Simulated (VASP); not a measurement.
# Re (P6_3/mmc) in VASP: a series of runs, part 2 of 2

VASP 6.6.1. The steps go on from the part before.

## 5. Single point, PBEsol

This run uses another cell than the first one, of 14.07 Å³/atom.

INCAR reads:

```
SYSTEM = Re
PREC     = Accurate       ! precision mode
ENCUT    = 520            ! plane-wave cutoff, eV
EDIFF    = 1E-6           ! SCF threshold, eV
ISMEAR   = 0              ! smearing method
SIGMA    = 0.15           ! smearing width, eV
LREAL    = .FALSE.        ! projectors in reciprocal space
LASPH    = .TRUE.         ! aspherical terms in the spheres
NELM     = 80             ! most SCF steps
ALGO     = Normal         ! electronic algorithm
ISIF     = 2              ! what is computed and relaxed
LWAVE    = .FALSE.        ! write WAVECAR
LCHARG   = .FALSE.        ! write CHGCAR
GGA      = PS             ! functional
NBANDS   = 14             ! bands
```

KPOINTS reads:

```
regular mesh
0
G
  18 18 10
  0 0 0
```

POSCAR reads:

```
Re
1.0
    2.7045000000      0.0000000000      0.0000000000
   -1.3522500000      2.3421657045      0.0000000000
    0.0000000000      0.0000000000      4.4432902328
Re
2
Direct
    0.3333333333      0.6666666667      0.2500000000
    0.6666666667      0.3333333333      0.7500000000
```

Potentials or basis: VASP PAW PBE potentials, release 64 (Re).

Command:

```bash
$ cat potpaw_PBE.64/Re/POTCAR > POTCAR
$ mpirun -np 1 vasp_std > vasp.out
```

OUTCAR:

```text
SYSTEM = Re
   PREC = Accurate
   ENCUT = 520
   EDIFF = 1E-6
   ISMEAR = 0
   LREAL = .FALSE.
   LASPH = .TRUE.
   NELM = 80
   ISIF = 2
   GGA = PS

 ion  position               nearest neighbor table
   1  0.333  0.667  0.250-   2 2.72   2 2.72   2 2.72   2 2.72   2 2.72   2 2.72
   2  0.667  0.333  0.750-   1 2.72   1 2.72   1 2.72   1 2.72   1 2.72   1 2.72

  LATTYP: Found a hexagonal cell.
 ALAT       =     2.7045000000
 C/A-ratio  =     1.6429248411

  Lattice vectors:

 A1 = (   2.7045000000,   0.0000000000,   0.0000000000)
 A2 = (  -1.3522500000,   2.3421657045,   0.0000000000)
 A3 = (   0.0000000000,   0.0000000000,   4.4432902328)

Analysis of symmetry for initial positions (statically):
=====================================================================
 Subroutine PRICEL returns:
 Original cell was already a primitive cell.

 Routine SETGRP: Setting up the symmetry group for a
 hexagonal supercell.

 Subroutine GETGRP returns: Found 24 space group operations
 (whereof 12 operations were pure point group operations)
 out of a pool of 24 trial point group operations.

The static configuration has the point symmetry D_3d.
 The point group associated with its full space group is D_6h.

Analysis of symmetry for dynamics (positions and initial velocities):
=====================================================================
 Subroutine PRICEL returns:
 Original cell was already a primitive cell.

 Routine SETGRP: Setting up the symmetry group for a
 hexagonal supercell.

 Subroutine GETGRP returns: Found 24 space group operations
 (whereof 12 operations were pure point group operations)
 out of a pool of 24 trial point group operations.

The dynamic configuration has the point symmetry D_3d.
 The point group associated with its full space group is D_6h.

 Subroutine INISYM returns: Found 24 space group operations
 (whereof 12 operations are pure point group operations),
 and found     1 'primitive' translations

----------------------------------------------------------------------------------------

                                     Primitive cell

  volume of cell :      28.1455

  direct lattice vectors                    reciprocal lattice vectors
     2.704500000  0.000000000  0.000000000     0.369754114  0.213477637  0.000000000
    -1.352250000  2.342165705  0.000000000     0.000000000  0.426955274  0.000000000
     0.000000000  0.000000000  4.443290233     0.000000000  0.000000000  0.225058447

  length of vectors
     2.704500000  2.704500000  4.443290233     0.426955274  0.426955274  0.225058447

  position of ions in fractional coordinates (direct lattice)
     0.333333333  0.666666667  0.250000000
     0.666666667  0.333333333  0.750000000

  ion indices of the primitive-cell ions
   primitive index   ion index
                 1           1
                 2           2

----------------------------------------------------------------------------------------

 KPOINTS: regular mesh

Automatic generation of k-mesh.
 Grid dimensions read from file:
 generate k-points for:   18   18   10

[... 43 lines left out ...]
  0.388889  0.111111  0.000000     12.000000
 [... further k-points ...]
   k-points           NKPTS =    222   k-points in BZ     NKDIM =    222   number of bands    NBANDS=     14
   number of dos      NEDOS =    301   number of ions     NIONS =      2
   total plane-waves  NPLWV =  14400
   dimension x,y,z NGX =    20 NGY =   20 NGZ =   36
   dimension x,y,z NGXF=    40 NGYF=   40 NGZF=   72
   ions per type =               2
   NGX,Y,Z   is equivalent  to a cutoff of  12.29, 12.29, 13.47 a.u.
   NGXF,Y,Z  is equivalent  to a cutoff of  24.59, 24.59, 26.94 a.u.
 SYSTEM =  Re
   PREC   = accura    normal or accurate (medium, high low for compatibility)
   ISTART =      0    job   : 0-new  1-cont  2-samecut
   ICHARG =      2    charge: 1-file 2-atom 10-const
   ISPIN  =      1    spin polarized calculation?
   LNONCOLLINEAR =      F non collinear calculations
   LSORBIT =      F    spin-orbit coupling
   LASPH  =      T    aspherical Exc in radial PAW
   ENCUT  =  520.0 eV  38.22 Ry    6.18 a.u.   5.03  5.03  8.26*2*pi/ulx,y,z
   NELM   =     80;   NELMIN=  2; NELMDL= -5     # of ELM steps
   EDIFF  = 0.1E-05   stopping-criterion for ELM
   LREAL  =      F    real-space projection
   EDIFFG = 0.1E-04   stopping-criterion for IOM
   NSW    =      0    number of steps for IOM
   IBRION =     -1    ionic relax: 0-MD 1-quasi-New 2-CG
   NFREE  =      0    steps in history (QN), initial steepest desc. (CG)
   ISIF   =      2    stress and relaxation
   ISYM   =      2    0-nonsym 1-usesym 2-fastsym
   POTIM  = 0.5000    time-step for ionic-motion
   TEBEG  =    0.0;   TEEND  =   0.0 temperature during run
   PSTRESS=    0.0 pullay stress
   NELECT =      14.0000    total number of electrons
   NUPDOWN=      -1.0000    fix difference up-down
   EMIN   =  10.00;   EMAX   =-10.00  energy-range for DOS
   EFERMI =   0.00;   METHOD = LEGACY
   ISMEAR =     0;   SIGMA  =   0.15  broadening in eV -4-tet -1-fermi 0-gaus
   EFERMI_NEDOS =   21; number of points for ismear=-14 and -15
   IALGO  =     38    algorithm
   IMIX   =      4    mixing-type and parameters
     AMIX     =   0.40;   BMIX     =  1.00
     AMIX_MAG =   1.60;   BMIX_MAG =  1.00
  volume/ion in A,a.u.               =      14.07        94.97
  Fermi-wavevector in a.u.,A,eV,Ry     =   1.297123  2.451207 22.892176  1.682527
  Thomas-Fermi vector in A             =   2.428535
   LORBIT       =      0    0 simple, 1 ext, 2 COOP (PROOUT), +10 PAW based schemes
   GGA     = PS    functional components
   LHFCALC =     F    Hartree Fock is set to
   AEXX    =    0.0000 exact exchange contribution
   IVDW    =     0    specifies the selected vdW correction
   LEPSILON=     F    determine dielectric tensor
   LRPA    =     F    only Hartree local field effects (RPA)
 non-spin polarized calculation
 Gauss-broadening in eV      SIGMA  =   0.15
  energy-cutoff  :      520.00
  volume of cell :       28.15
 maximum number of plane-waves:       774
 NGX is ok and might be reduce to    20
   NGX =  9   NGY =  9   NGZ = 17

 number of electron      14.0000000 magnetization

 Free energy of the ion-electron system (eV)
  ---------------------------------------------------
  ext. energy  EPLUGINS =         0.00000000
  ---------------------------------------------------
  free energy    TOTEN  =       -26.69309186 eV

  energy without entropy =      -26.67624449  energy(sigma->0) =      -26.68466818

 E-fermi :   8.2920     XC(G=0): -14.0645

 val. band max:        8.2858162393   @ k =   0.3333   0.3333   0.5000
 cond. band min:       8.3091575863   @ k =   0.3333   0.1667   0.4000
 fundamental gap:      0.0233413469
 Fermi energy:         8.2920407299

 k-point     1 :       0.0000    0.0000    0.0000
  band No.  band energies     occupation
      1      -1.9286      2.00000
      2       1.2790      2.00000
      3       6.3577      2.00000
      4       6.6034      2.00000
      5       6.6034      2.00000
      6       7.4529      2.00000
      7       7.4529      2.00000
      8       8.6355      0.00120
      9       8.6355      0.00120
     10       8.7957      0.00000
     11      11.8713      0.00000
     12      11.8713      0.00000
     13      18.6853      0.00000
     14      22.6055      0.00000
[... 377 lines left out ...]
      1       2.3946      2.00000
      2       2.5472      2.00000
      3       2.7876      2.00000
      4       5.9948      2.00000
      5       6.1183      2.00000
      6       6.7270      2.00000
      7       7.5192      2.00000
      8      11.6711      0.00000
      9      12.4140      0.00000
     10      12.5144      0.00000
     11      14.4349      0.00000
     12      17.3565      0.00000
     13      18.9172      0.00000
     14      20.0990      0.00000

 [... further k-points ...]

------------------------ aborting loop because EDIFF is reached ----------------------------------------

  FORCE on cell =-STRESS in cart. coord.  units (eV):
  Direction    XX          YY          ZZ          XY          YZ          ZX
  --------------------------------------------------------------------------------------
  -------------------------------------------------------------------------------------
  Total        3.1189524      3.1189524      1.4908916      0.0000000      0.0000000     -0.0000000
  in kB      177.5456551    177.5456551     84.8686618      0.0000000      0.0000000     -0.0000000
  external PRESSURE =     146.6533240 kB  Pullay stress =       0.0000000 kB

 VOLUME and BASIS-vectors are now :
 -----------------------------------------------------------------------------
  energy-cutoff  :      520.00
  volume of cell :       28.15
      direct lattice vectors                 reciprocal lattice vectors
     2.704500000  0.000000000  0.000000000     0.369754114  0.213477637  0.000000000
    -1.352250000  2.342165705  0.000000000     0.000000000  0.426955274  0.000000000
     0.000000000  0.000000000  4.443290233     0.000000000  0.000000000  0.225058447

 POSITION                                       TOTAL-FORCE (eV/Angst)
 -----------------------------------------------------------------------------------
     -0.00000      1.56144      1.11082         0.000000      0.000000      0.000000
      1.35225      0.78072      3.33247        -0.000000     -0.000000      0.000000
 -----------------------------------------------------------------------------------
    total drift:                               -0.000000      0.000000     -0.000000

  FREE ENERGIE OF THE ION-ELECTRON SYSTEM (eV)
  ---------------------------------------------------
  free  energy   TOTEN  =       -26.6930918642 eV

  energy  without entropy=      -26.6762444869  energy(sigma->0) =      -26.68466818
```

Wall time 33 s (1 thread of Intel Xeon 6975P-C (Granite Rapids), shared host); peak memory 0.2 GiB.

What came out:

| Property | Result |
| --- | --- |
| Free energy | -26.6931 eV |
| Pressure | 14.7 GPa |
| Band gap on the k mesh | zero (bands 7 and 8 overlap by 3.38 eV) |

Levels at points of the mesh, in eV from the Fermi level:
```
           k point  band 3  band 4  band 5  band 6  band 7  band 8  band 9  band 10  band 11  band 12
(0.00, 0.00, 0.00)   -1.93   -1.69   -1.69   -0.84   -0.84    0.34    0.34     0.50     3.58     3.58
(0.50, 0.00, 0.00)   -5.64   -1.95   -1.69   -1.60   -0.77    4.40    4.57     4.93     6.50     7.51
(0.00, 0.00, 0.50)   -2.64   -2.64   -1.78   -1.78   -1.78   -1.78    2.71     2.71     2.71     2.71
(0.50, 0.00, 0.50)   -4.46   -4.46    0.47    0.47    1.02    1.02    4.71     4.71     5.06     5.06
```

Caveat: the cell stands under pressure; the PAW data sets were made with another functional, which shifts forces and pressure a little; spin-orbit coupling is left out, which moves the levels of the heavy elements.

## 6. The runs side by side

```tsv
cell	gap on the mesh (eV)	pressure (GPa)
a = 2.796, b = 2.796, c = 4.088 Å, angles 90.0, 90.0, 120.0°, 2 atoms	none	26.8
a = 2.750, b = 2.750, c = 4.266 Å, angles 90.0, 90.0, 120.0°, 2 atoms	none	18.8
a = 2.888, b = 2.888, c = 3.910 Å, angles 90.0, 90.0, 120.0°, 2 atoms	none	23.6
a = 2.704, b = 2.704, c = 4.443 Å, angles 90.0, 90.0, 120.0°, 2 atoms	none	14.7
```

Alike in all rows: task single point; level PBEsol; potentials or basis VASP PAW PBE potentials, release 64 (Re); no spin polarisation; k mesh 18 × 18 × 10; cutoff (eV) 520; smearing gaussian 0.15 eV.

Caveats: the cell stands under pressure; the PAW data sets were made with another functional, which shifts forces and pressure a little; spin-orbit coupling is left out, which moves the levels of the heavy elements.

Total energies depend on the potentials used, so only differences within one code and one set of settings carry meaning.
